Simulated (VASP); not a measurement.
# Pd (Im-3m) in VASP: notebook

Runs on Pd. Level: r2SCAN. Tasks: single point.

Everything below comes from runs of VASP 6.6.1. Logs are shortened: lines on timing, memory, paths and dates and some standing lists are left out, and cuts for length are marked.

## 1. The cell of the first run

It takes space group Im-3m (No. 229, cubic). The conventional cell has a = 3.112 Å, b = 3.112 Å, c = 3.112 Å, α = 90.00°, β = 90.00°, γ = 90.00°. Pd (site symmetry m-3m) has 14 Pd at 2.69 to 3.11 Å within 3.6 Å.

This isn't the form of Pd at room conditions, which is fcc.

## 2. Single point, r2SCAN

Contents of POSCAR:

```
Pd
1.0
   -1.5558210181      1.5558210181      1.5558210181
    1.5558210181     -1.5558210181      1.5558210181
    1.5558210181      1.5558210181     -1.5558210181
Pd
1
Direct
    0.0000000000      0.0000000000      0.0000000000
```

Contents of INCAR.step1:

```
SYSTEM = Pd
PREC = Accurate ; ENCUT = 520
ISMEAR = -1 ; SIGMA = 0.1
LREAL = .FALSE. ; LASPH = .TRUE.
NELM = 80 ; NBANDS = 11
GGA = PE ; ALGO = Normal
EDIFF = 1E-4 ; LWAVE = .TRUE.
LCHARG = .FALSE.
```

Contents of INCAR.step2:

```
SYSTEM = Pd
PREC = Accurate ; ENCUT = 520
EDIFF = 1E-6 ; ISMEAR = -1
SIGMA = 0.1 ; LREAL = .FALSE.
LASPH = .TRUE. ; NELM = 80
ALGO = Normal ; ISIF = 2
LWAVE = .FALSE. ; LCHARG = .FALSE.
METAGGA = R2SCAN ; LMIXTAU = .TRUE.
NBANDS = 11 ; ISTART = 1
```

Contents of KPOINTS:

```
Automatic mesh
0
G
  14 14 14
  0 0 0
```

Potentials or basis: VASP PAW PBE potentials, release 64 (Pd).

Command:

```console
$ cat potpaw_PBE.64/Pd/POTCAR > POTCAR
$ cp INCAR.step1 INCAR
$ mpirun -np 1 vasp_std > vasp.out
$ cp INCAR.step2 INCAR
$ mpirun -np 1 vasp_std > vasp.out
```

OUTCAR:

```text
SYSTEM = Pd
   PREC = Accurate
   ENCUT = 520
   EDIFF = 1E-6
   ISMEAR = -1
   LREAL = .FALSE.
   LASPH = .TRUE.
   NELM = 80
   ISIF = 2
   METAGGA = R2SCAN
   ISTART = 1

 ion  position               nearest neighbor table
   1  0.000  0.000  0.000-

  LATTYP: Found a body centered cubic cell.
 ALAT       =     3.1116420362

  Lattice vectors:

 A1 = (  -1.5558210181,   1.5558210181,   1.5558210181)
 A2 = (   1.5558210181,  -1.5558210181,   1.5558210181)
 A3 = (   1.5558210181,   1.5558210181,  -1.5558210181)

Analysis of symmetry for initial positions (statically):
=====================================================================
 Subroutine PRICEL returns:
 Original cell was already a primitive cell.

 Routine SETGRP: Setting up the symmetry group for a
 body centered cubic supercell.

 Subroutine GETGRP returns: Found 48 space group operations
 (whereof 48 operations were pure point group operations)
 out of a pool of 48 trial point group operations.

The static configuration has the point symmetry O_h .

Analysis of symmetry for dynamics (positions and initial velocities):
=====================================================================
 Subroutine PRICEL returns:
 Original cell was already a primitive cell.

 Routine SETGRP: Setting up the symmetry group for a
 body centered cubic supercell.

 Subroutine GETGRP returns: Found 48 space group operations
 (whereof 48 operations were pure point group operations)
 out of a pool of 48 trial point group operations.

The dynamic configuration has the point symmetry O_h .

 Subroutine INISYM returns: Found 48 space group operations
 (whereof 48 operations are pure point group operations),
 and found     1 'primitive' translations

----------------------------------------------------------------------------------------

                                     Primitive cell

  volume of cell :      15.0640

  direct lattice vectors                    reciprocal lattice vectors
    -1.555821018  1.555821018  1.555821018     0.000000000  0.321373728  0.321373728
     1.555821018 -1.555821018  1.555821018     0.321373728  0.000000000  0.321373728
     1.555821018  1.555821018 -1.555821018     0.321373728  0.321373728  0.000000000

  length of vectors
     2.694761051  2.694761051  2.694761051     0.454491084  0.454491084  0.454491084

  position of ions in fractional coordinates (direct lattice)
     0.000000000  0.000000000  0.000000000

  ion indices of the primitive-cell ions
   primitive index   ion index
                 1           1

----------------------------------------------------------------------------------------

 KPOINTS: Automatic mesh

Automatic generation of k-mesh.
 Grid dimensions read from file:
 generate k-points for:   14   14   14

 Generating k-lattice:

  Cartesian coordinates                     Fractional coordinates (reciprocal lattice)
     0.000000000  0.022955266  0.022955266     0.071428571  0.000000000  0.000000000
     0.022955266  0.000000000  0.022955266     0.000000000  0.071428571  0.000000000
     0.022955266  0.022955266  0.000000000     0.000000000  0.000000000  0.071428571

  Length of vectors
     0.032463649  0.032463649  0.032463649

  Shift w.r.t. Gamma in fractional coordinates (k-lattice)
     0.000000000  0.000000000  0.000000000

 Subroutine IBZKPT returns following result:
 ===========================================

 Found    104 irreducible k-points:

 Following reciprocal coordinates:
            Coordinates               Weight
  0.000000  0.000000  0.000000      1.000000
  0.071429  0.000000  0.000000     12.000000
  0.142857  0.000000  0.000000     12.000000
  0.214286  0.000000  0.000000     12.000000
  0.285714  0.000000  0.000000     12.000000
  0.357143  0.000000  0.000000     12.000000
[... 16 lines left out ...]
  0.285714  0.285714  0.000000     24.000000
  0.357143  0.285714  0.000000     24.000000
 [... further k-points ...]
   k-points           NKPTS =    104   k-points in BZ     NKDIM =    104   number of bands    NBANDS=     11
   number of dos      NEDOS =    301   number of ions     NIONS =      1
   total plane-waves  NPLWV =   8000
   dimension x,y,z NGX =    20 NGY =   20 NGZ =   20
   dimension x,y,z NGXF=    40 NGYF=   40 NGZF=   40
   ions per type =               1
   NGX,Y,Z   is equivalent  to a cutoff of  12.34, 12.34, 12.34 a.u.
   NGXF,Y,Z  is equivalent  to a cutoff of  24.68, 24.68, 24.68 a.u.
 SYSTEM =  Pd
   PREC   = accura    normal or accurate (medium, high low for compatibility)
   ISTART =      1    job   : 0-new  1-cont  2-samecut
   ICHARG =      0    charge: 1-file 2-atom 10-const
   ISPIN  =      1    spin polarized calculation?
   LNONCOLLINEAR =      F non collinear calculations
   LSORBIT =      F    spin-orbit coupling
   LASPH  =      T    aspherical Exc in radial PAW
   ENCUT  =  520.0 eV  38.22 Ry    6.18 a.u.   5.01  5.01  5.01*2*pi/ulx,y,z
   NELM   =     80;   NELMIN=  2; NELMDL=  0     # of ELM steps
   EDIFF  = 0.1E-05   stopping-criterion for ELM
   LREAL  =      F    real-space projection
   EDIFFG = 0.1E-04   stopping-criterion for IOM
   NSW    =      0    number of steps for IOM
   IBRION =     -1    ionic relax: 0-MD 1-quasi-New 2-CG
   NFREE  =      0    steps in history (QN), initial steepest desc. (CG)
   ISIF   =      2    stress and relaxation
   ISYM   =      2    0-nonsym 1-usesym 2-fastsym
   POTIM  = 0.5000    time-step for ionic-motion
   TEBEG  =    0.0;   TEEND  =   0.0 temperature during run
   PSTRESS=    0.0 pullay stress
   NELECT =      10.0000    total number of electrons
   NUPDOWN=      -1.0000    fix difference up-down
   EMIN   =  10.00;   EMAX   =-10.00  energy-range for DOS
   EFERMI =   0.00;   METHOD = LEGACY
   ISMEAR =    -1;   SIGMA  =   0.10  broadening in eV -4-tet -1-fermi 0-gaus
   EFERMI_NEDOS =   21; number of points for ismear=-14 and -15
   IALGO  =     38    algorithm
   IMIX   =      4    mixing-type and parameters
     AMIX     =   0.40;   BMIX     =  1.00
     AMIX_MAG =   1.60;   BMIX_MAG =  1.00
  volume/ion in A,a.u.               =      15.06       101.66
  Fermi-wavevector in a.u.,A,eV,Ry     =   1.428111  2.698738 27.749084  2.039500
  Thomas-Fermi vector in A             =   2.548208
   LORBIT       =      0    0 simple, 1 ext, 2 COOP (PROOUT), +10 PAW based schemes
   METAGGA = R2SCAN    functional components
   LHFCALC =     F    Hartree Fock is set to
   AEXX    =    0.0000 exact exchange contribution
   IVDW    =     0    specifies the selected vdW correction
   LEPSILON=     F    determine dielectric tensor
   LRPA    =     F    only Hartree local field effects (RPA)
 non-spin polarized calculation
  energy-cutoff  :      520.00
  volume of cell :       15.06
 maximum number of plane-waves:       418
   NGX =  9   NGY =  9   NGZ =  9

 number of electron      10.0000004 magnetization

 Free energy of the ion-electron system (eV)
  ---------------------------------------------------
  ext. energy  EPLUGINS =         0.00000000
  ---------------------------------------------------
  free energy    TOTEN  =       -22.92122820 eV

  energy without entropy =      -22.87803085  energy(sigma->0) =      -22.89962953

 E-fermi :   9.2805     XC(G=0): -13.9599

 val. band max:        9.2753532021   @ k =  -0.4286  -0.4286   0.1429
 cond. band min:       9.3037260144   @ k =  -0.4286   0.4286   0.3571
 fundamental gap:      0.0283728123
 Fermi energy:         9.2804866637

 k-point     1 :       0.0000    0.0000    0.0000
  band No.  band energies     occupation
      1       2.2599      2.00000
      2       6.3168      2.00000
      3       6.3168      2.00000
      4       6.3168      2.00000
      5       8.2589      1.99993
      6       8.2589      1.99993
      7      29.5766      0.00000
      8      29.5766      0.00000
      9      29.5766      0.00000
     10      31.9373      0.00000
     11      38.1448      0.00000

 k-point     2 :       0.0714    0.0000    0.0000
  band No.  band energies     occupation
      1       2.4588      2.00000
      2       6.2508      2.00000
      3       6.3204      2.00000
      4       6.4575      2.00000
      5       8.1828      1.99997
      6       8.2638      1.99992
      7      29.4280      0.00000
      8      29.5972      0.00000
      9      29.8096      0.00000
     10      31.9318      0.00000
     11      36.4314      0.00000

 k-point     3 :       0.1429    0.0000    0.0000
  band No.  band energies     occupation
      1       3.0149      2.00000
      2       6.0699      2.00000
      3       6.3304      2.00000
      4       6.8656      2.00000
      5       8.0266      1.99999
      6       8.2811      1.99991
      7      28.6210      0.00000
      8      29.3865      0.00000
      9      30.4670      0.00000
     10      31.9144      0.00000
     11      35.1147      0.00000

 k-point     4 :       0.2143    0.0000    0.0000
  band No.  band energies     occupation
      1       3.7451      2.00000
      2       5.8189      2.00000
      3       6.4456      2.00000
      4       7.4971      2.00000
      5       7.9377      2.00000
      6       8.3151      1.99987
      7      26.6486      0.00000
      8      28.5065      0.00000
      9      31.4275      0.00000
     10      31.9004      0.00000
     11      33.9736      0.00000

 k-point     5 :       0.2857    0.0000    0.0000
  band No.  band energies     occupation
      1       4.1985      2.00000
      2       5.5532      2.00000
      3       7.0849      2.00000
      4       7.9872      2.00000
      5       8.2692      1.99992
      6       8.3659      1.99979
      7      23.9165      0.00000
      8      27.2615      0.00000
      9      31.6264      0.00000
     10      31.9005      0.00000
     11      32.5029      0.00000
[... 211 lines left out ...]
 k-point    21 :       0.2857    0.2143    0.0000
  band No.  band energies     occupation
      1       4.8142      2.00000
      2       5.5135      2.00000
      3       6.7200      2.00000
      4       8.0592      1.99999
      5       8.6994      1.99403
      6      12.5091      0.00000
      7      20.2210      0.00000
      8      22.2232      0.00000
      9      27.6383      0.00000
     10      31.9634      0.00000
     11      33.1383      0.00000

 k-point    22 :       0.3571    0.2143    0.0000
  band No.  band energies     occupation
      1       4.7372      2.00000
      2       5.4576      2.00000
      3       6.9370      2.00000
      4       8.1870      1.99996
      5       8.8034      1.98319
      6      14.2441      0.00000
      7      17.9799      0.00000
      8      21.6618      0.00000
      9      27.2746      0.00000
     10      31.9603      0.00000
     11      33.7944      0.00000

 k-point    23 :       0.2857    0.2857    0.0000
  band No.  band energies     occupation
      1       4.9040      2.00000
      2       5.6735      2.00000
      3       6.4932      2.00000
      4       8.2274      1.99995
      5       8.6814      1.99501
      6      14.5701      0.00000
      7      19.3485      0.00000
      8      19.7700      0.00000
      9      27.5470      0.00000
     10      31.9682      0.00000
     11      33.5265      0.00000

 k-point    24 :       0.3571    0.2857    0.0000
  band No.  band energies     occupation
      1       4.9168      2.00000
      2       5.7873      2.00000
      3       6.3699      2.00000
      4       8.3565      1.99981
      5       8.6257      1.99714
      6      16.2817      0.00000
      7      17.6941      0.00000
      8      19.2558      0.00000
      9      27.5360      0.00000
     10      31.9695      0.00000
     11      34.0024      0.00000

 [... further k-points ...]

------------------------ aborting loop because EDIFF is reached ----------------------------------------

  FORCE on cell =-STRESS in cart. coord.  units (eV):
  Direction    XX          YY          ZZ          XY          YZ          ZX
  --------------------------------------------------------------------------------------
  -------------------------------------------------------------------------------------
  Total        0.0601231      0.0601231      0.0601231      0.0000000      0.0000000     -0.0000000
  in kB        6.3945975      6.3945975      6.3945975      0.0000000      0.0000000     -0.0000000
  external PRESSURE =       6.3945975 kB  Pullay stress =       0.0000000 kB

 VOLUME and BASIS-vectors are now :
 -----------------------------------------------------------------------------
  energy-cutoff  :      520.00
  volume of cell :       15.06
      direct lattice vectors                 reciprocal lattice vectors
    -1.555821018  1.555821018  1.555821018     0.000000000  0.321373728  0.321373728
     1.555821018 -1.555821018  1.555821018     0.321373728  0.000000000  0.321373728
     1.555821018  1.555821018 -1.555821018     0.321373728  0.321373728  0.000000000

 POSITION                                       TOTAL-FORCE (eV/Angst)
 -----------------------------------------------------------------------------------
      0.00000      0.00000      0.00000         0.000000      0.000000      0.000000
 -----------------------------------------------------------------------------------
    total drift:                                0.000000      0.000000      0.000000

  FREE ENERGIE OF THE ION-ELECTRON SYSTEM (eV)
  ---------------------------------------------------
  free  energy   TOTEN  =       -22.9212282047 eV

  energy  without entropy=      -22.8780308485  energy(sigma->0) =      -22.89962953
```

Wall time 45 s (1 thread of Intel Xeon 8259CL, shared host); peak memory 0.14 GiB.

What came out:

* Free energy: -22.9212 eV
* Pressure: 0.6 GPa
* Band gap on the k mesh: zero (bands 5 and 6 overlap by 1.73 eV)

Caveat: the PAW data sets were made with another functional, which shifts forces and pressure a little.

## 3. Single point, r2SCAN (13.26 Å³/atom)

This run uses another cell than the first one, of 13.26 Å³/atom.

Contents of POSCAR:

```
Pd
1.0
   -1.4909183440      1.4909183440      1.4909183440
    1.4909183440     -1.4909183440      1.4909183440
    1.4909183440      1.4909183440     -1.4909183440
Pd
1
Direct
    0.0000000000      0.0000000000      0.0000000000
```

Contents of INCAR.step1:

```
SYSTEM = Pd
PREC     = Accurate       ! precision mode
ENCUT    = 520            ! plane-wave cutoff, eV
ISMEAR   = -1             ! smearing method
SIGMA    = 0.1            ! smearing width, eV
LREAL    = .FALSE.        ! projectors in reciprocal space
LASPH    = .TRUE.         ! aspherical terms in the spheres
NELM     = 80             ! most SCF steps
NBANDS   = 11             ! bands
GGA      = PE             ! functional
ALGO     = Normal         ! electronic algorithm
EDIFF    = 1E-4           ! SCF threshold, eV
LWAVE    = .TRUE.         ! write WAVECAR
LCHARG   = .FALSE.        ! write CHGCAR
```

Contents of INCAR.step2:

```
SYSTEM = Pd
PREC     = Accurate       ! precision mode
ENCUT    = 520            ! plane-wave cutoff, eV
EDIFF    = 1E-6           ! SCF threshold, eV
ISMEAR   = -1             ! smearing method
SIGMA    = 0.1            ! smearing width, eV
LREAL    = .FALSE.        ! projectors in reciprocal space
LASPH    = .TRUE.         ! aspherical terms in the spheres
NELM     = 80             ! most SCF steps
ALGO     = Normal         ! electronic algorithm
ISIF     = 2              ! what is computed and relaxed
LWAVE    = .FALSE.        ! write WAVECAR
LCHARG   = .TRUE.         ! write CHGCAR
METAGGA  = R2SCAN         ! meta-GGA
LMIXTAU  = .TRUE.       
LELF     = .TRUE.         ! ELF
LVHAR    = .TRUE.       
NBANDS   = 11             ! bands
ISTART   = 1
```

Contents of KPOINTS:

```
regular mesh
0
G
  16 16 16
  0 0 0
```

Potentials or basis: VASP PAW PBE potentials, release 64 (Pd).

Command:

```console
$ cat potpaw_PBE.64/Pd/POTCAR > POTCAR
$ cp INCAR.step1 INCAR
$ mpirun -np 1 vasp_std > vasp.out
$ cp INCAR.step2 INCAR
$ mpirun -np 1 vasp_std > vasp.out
```

It took 74 s on 1 thread of Intel Xeon 8259CL, shared host; peak memory 0.14 GiB.

The run converged. Its results:

| Property | Result |
| --- | --- |
| Free energy | -22.7543 eV |
| Pressure | 33.8 GPa |
| Band gap on the k mesh | zero (bands 5 and 6 overlap by 2.16 eV) |

Levels at points of the mesh, in eV from the Fermi level:
| k point | band 3 | band 4 | band 5 | band 6 | band 7 | band 8 |
| --- | --- | --- | --- | --- | --- | --- |
| (0.00, 0.00, 0.00) | -3.64 | -3.64 | -1.27 | -1.27 | 20.52 | 20.52 |
| (0.50, 0.00, 0.00) | -1.32 | -0.96 | 0.76 | 1.45 | 9.37 | 16.14 |
| (0.50, 0.50, 0.50) | 0.27 | 0.27 | 0.27 | 10.25 | 10.25 | 10.25 |

Caveat: the cell stands under pressure; the PAW data sets were made with another functional, which shifts forces and pressure a little.

The gap in the log of VASP goes by the Fermi energy; the results here count the filled bands.